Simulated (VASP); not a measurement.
Input of a VASP 6.6.1 run:

File INCAR:

```
SYSTEM = InSe
PREC     = Accurate       ! precision mode
ENCUT    = 520            ! plane-wave cutoff, eV
EDIFF    = 1E-7           ! SCF threshold, eV
ISMEAR   = 0              ! smearing method
SIGMA    = 0.01           ! smearing width, eV
LREAL    = .FALSE.        ! projectors in reciprocal space
LASPH    = .TRUE.         ! aspherical terms in the spheres
NELM     = 60             ! most SCF steps
ALGO     = Normal         ! electronic algorithm
ISIF     = 2              ! what is computed and relaxed
LWAVE    = .FALSE.        ! write WAVECAR
LCHARG   = .FALSE.        ! write CHGCAR
GGA      = PE             ! functional
NBANDS   = 48             ! bands
```

Contents of KPOINTS:

```
regular mesh
0
G
  6 6 1
  0 0 0
```

POSCAR

```
InSe
1.0
    4.0499817114     -0.0121720702      0.0000000000
   -2.0355321777      3.5502440714      0.0000000000
    0.0000000000      0.0000000000     19.0492538071
In Se
4 4
Direct
    0.3290150490      0.6625832267      0.1758883497
    0.6709849510      0.3374167733      0.6758883497
    0.3290150490      0.6625832267      0.3241116503
    0.6709849510      0.3374167733      0.8241116503
    0.3401014402      0.6731744214      0.6086076609
    0.6598985598      0.3268255786      0.1086076609
    0.3401014402      0.6731744214      0.8913923391
    0.6598985598      0.3268255786      0.3913923391
```

Potentials or basis: VASP PAW PBE potentials, release 64 (In_d, Se).

Run with:

```bash
$ cat potpaw_PBE.64/In_d/POTCAR potpaw_PBE.64/Se/POTCAR > POTCAR
$ mpirun -np 1 vasp_std > vasp.out
```

Estimate the band gap on the k mesh.

0.92 eV.

What does it give for the largest force?

0.014 eV/Å.

Stress tensor (GPa, compression positive):
```
0.50 0.11 0.00
0.11 0.10 0.00
0.00 0.00 0.04
```

Caveat: spin-orbit coupling is left out, which moves the levels of the heavy elements; this functional lacks dispersion, which binds the layers, so the pressure and a relaxed spacing across them are unreliable. Expect the measured gap to be larger: semilocal functionals such as PBE lack the derivative discontinuity.
